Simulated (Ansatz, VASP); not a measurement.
Two plane-wave programs on Al2NF3

```
Al N F
1.0
     3.07258    0.00000    0.00000
    -1.53629    2.66093    0.00000
     0.00000    0.00000    6.76745
Al N F
2 1 3
Direct
  0.33333 0.66667 0.32502
  0.66667 0.33333 0.67498
  0.00000 0.00000 0.50000
  0.33333 0.66667 0.77267
  0.66667 0.33333 0.22733
  0.00000 0.00000 0.00000
```

Change from the starting cell: species swapped into the NaFe2O3 type (P-3m1, No. 164).

Alike in both runs: functional PBE; k mesh 12 × 12 × 4; occupations gaussian, width 0.02 eV; no spin polarisation.

Ansatz relaxed the structure, and its values are those at the end. VASP's run is a single point on that final structure, the one shown.

|  | VASP | Ansatz |
| --- | --- | --- |
| version | VASP 6.6.1 | Ansatz 0.2.0 |
| potentials or method | VASP PAW PBE potentials, release 64 (Al, N, F), cutoff 520 eV | scalar-relativistic, plane waves, PAW |
| valence electrons in the cell | 32 | 32 |

VASP gave:

* gap on the k mesh at the Fermi level (eV): 2.55
* least direct gap on the mesh (eV): 2.55
* pressure (GPa): -0.2
* rms of the force components (eV/Å): 0.011

Problem. Which values does Ansatz return?

Solution. gap on the k mesh at the Fermi level (eV): 2.60; least direct gap on the mesh (eV): 2.60; pressure (GPa): 0.0; rms of the force components (eV/Å): 0.001.

With one functional, cell and mesh, what is left measures potentials, basis and numerics.
